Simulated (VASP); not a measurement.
A run of VASP 6.6.1 is set up as follows.

Contents of INCAR:

```
SYSTEM = Zr12H
PREC = Accurate
ENCUT = 520
EDIFF = 1E-6
ISMEAR = 0
SIGMA = 0.05
LREAL = .FALSE.
LASPH = .TRUE.
NELM = 80
ALGO = Normal
ISIF = 2
LWAVE = .FALSE.
LCHARG = .TRUE.
GGA = PE
LELF = .TRUE.
LVHAR = .TRUE.
NBANDS = 84
```

KPOINTS

```
regular mesh
0
G
  3 2 3
  0 0 0
```

The input POSCAR:

```
Zr12H
1.0
    6.4600000000      0.0000000000      0.0000000000
   -4.8450000000      8.3917860000      0.0000000000
    0.0000000000      0.0000000000      5.1453900000
Zr H
12 1
Direct
    0.0061045819      0.0069689575      0.0068478774
    0.1821545620      0.2263301281      0.5181951222
    0.0029306980      0.3294500122      0.0090714212
    0.1578578487      0.5516389479      0.5063808574
   -0.0026871799      0.6693623979      0.0080322386
    0.1641112226      0.8915024764      0.5041724728
    0.4891349224      0.0036859853     -0.0153965006
    0.6773593306      0.2188087256      0.4977430282
    0.5177287856      0.3363997843      0.0043988891
    0.6664131551      0.5550856516      0.4977838415
    0.4881108081      0.6535599216     -0.0143718941
    0.6605120298      0.8864127374      0.4902178455
    0.6571701742      0.8845880960      1.0653171091
```

Potentials or basis: VASP PAW PBE potentials, release 64 (Zr_sv, H).

Launch:

```console
$ cat potpaw_PBE.64/Zr_sv/POTCAR potpaw_PBE.64/H/POTCAR > POTCAR
$ mpirun -np 1 vasp_std > vasp.out
```

(1) Estimate the band gap on the k mesh.

(2) Predict the pressure.

Answers

(1) zero (an odd number of electrons rules out a gap without spin polarisation).

(2) 2.2 GPa.

Caveat: the k points lie up to 0.41 Å⁻¹ apart, too coarse for converged energies and pressures of a metal.
